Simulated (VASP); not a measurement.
Here is a VASP 6.6.1 calculation.

The input POSCAR:

```
VN
1.0
    0.0000000000      2.0624650000      2.0624650000
    2.0624650000      0.0000000000      2.0624650000
    2.0624650000      2.0624650000      0.0000000000
V N
1 1
Direct
    0.0000000000      0.0000000000      0.0000000000
    0.5000000000      0.5000000000      0.5000000000
```

The input INCAR.step1:

```
SYSTEM = VN
  PREC = Accurate
  ENCUT = 520
  EDIFF = 1E-6
  ISMEAR = 0
  SIGMA = 0.047
  LREAL = .False.
  LASPH = .True.
  NELM = 200
  ALGO = Normal
  ISIF = 2
  LWAVE = .False.
  LCHARG = .True.
  ISPIN = 2
  MAGMOM = 0.3 0
  LMAXMIX = 4
  GGA = PE
  NBANDS = 20
  GGA_COMPAT = .False.
  NEDOS = 2001
  LORBIT = 11
```

Contents of KPOINTS.step1:

```
Automatic mesh
0
Gamma
  3 3 3
  0 0 0
```

The input INCAR.step2:

```
SYSTEM = VN
  PREC = Accurate
  ENCUT = 520
  EDIFF = 1E-6
  ISMEAR = -5
  SIGMA = 0.047
  LREAL = .False.
  LASPH = .True.
  NELM = 200
  ALGO = Normal
  ISIF = 2
  LWAVE = .False.
  LCHARG = .False.
  ISPIN = 2
  MAGMOM = 0.3 0
  LORBIT = 11
  LMAXMIX = 4
  GGA = PE
  NEDOS = 1001
  ICHARG = 11
  GGA_COMPAT = .False.
```

KPOINTS.step2

```
Automatic mesh
0
Gamma
  5 5 5
  0 0 0
```

Potentials or basis: VASP PAW PBE potentials, release 64 (V_sv, N).

Run with:

```console
$ cat potpaw_PBE.64/V_sv/POTCAR potpaw_PBE.64/N/POTCAR > POTCAR
$ cp INCAR.step1 INCAR
$ cp KPOINTS.step1 KPOINTS
$ mpirun -np 1 vasp_std > vasp.out
$ cp INCAR.step2 INCAR
$ cp KPOINTS.step2 KPOINTS
$ mpirun -np 1 vasp_std > vasp.out
```

Task: What does it give for the site moments?

Result: V +0.83; N -0.07 μB.

Task: What does it give for the net moment?

Result: 1.33 μB per cell.

Caveat: the k points lie up to 0.88 Å⁻¹ apart.
